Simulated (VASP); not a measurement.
A run of VASP 6.6.1 is set up as follows.

File INCAR:

```
  ALGO = Fast
  EDIFF = 1E-6
  EDIFFG = -0.08
  ENCUT = 600
  GGA = PE
  IBRION = 2
  ISIF = 3
  ISMEAR = 0
  LASPH = True
  LCHARG = False
  LREAL = False
  LWAVE = False
  NELM = 100
  NSW = 36
  PREC = Accurate
  SIGMA = 0.2
```

Contents of KPOINTS:

```
k-points
0
Gamma
  4 4 2
```

The input POSCAR:

```
TePt2
1.0
    4.0000000000      0.0000000000      0.0000000000
    0.0000000000      4.0000000000      0.0000000000
    0.0000000000      0.0000000000      7.9500000000
Te Pt
2 4
Direct
    0.2500000000      0.0000000000      0.6650000000
    0.7500000000      0.0000000000      0.3350000000
    0.7500000000      0.0000000000      0.8800000000
    0.2500000000      0.5000000000      0.8800000000
    0.2500000000      0.0000000000      0.1200000000
    0.7500000000      0.5000000000      0.1200000000
```

Potentials or basis: VASP PAW PBE potentials, release 64 (Te, Pt).

Launch:

```console
$ cat potpaw_PBE.64/Te/POTCAR potpaw_PBE.64/Pt/POTCAR > POTCAR
$ mpirun -np 1 vasp_std > vasp.out
```

**Question.** Estimate the band gap on the k mesh.

**Answer.** Zero (bands 26 and 27 overlap by 0.49 eV).

**Question.** Predict the space group after relaxing (to 0.1 Å).

**Answer.** Pmma (No. 51).

**Question.** What does it give for the relaxed cell?

**Answer.** a = 3.995 Å, b = 4.012 Å, c = 8.954 Å, α = 90.00°, β = 90.00°, γ = 90.00°.

Final structure:
```
Te Pt
1.0
     3.99519    0.00000    0.00000
     0.00000    4.01217    0.00000
     0.00000    0.00000    8.95425
Te Pt
2 4
Direct
  0.25000 0.00000 0.68995
  0.75000 0.00000 0.31005
  0.75000 0.00000 0.88702
  0.25000 0.50000 0.87754
  0.25000 0.00000 0.11298
  0.75000 0.50000 0.12246
```

Caveat: the k points lie up to 0.39 Å⁻¹ apart in the final cell; spin-orbit coupling is left out, which moves the levels of the heavy elements.
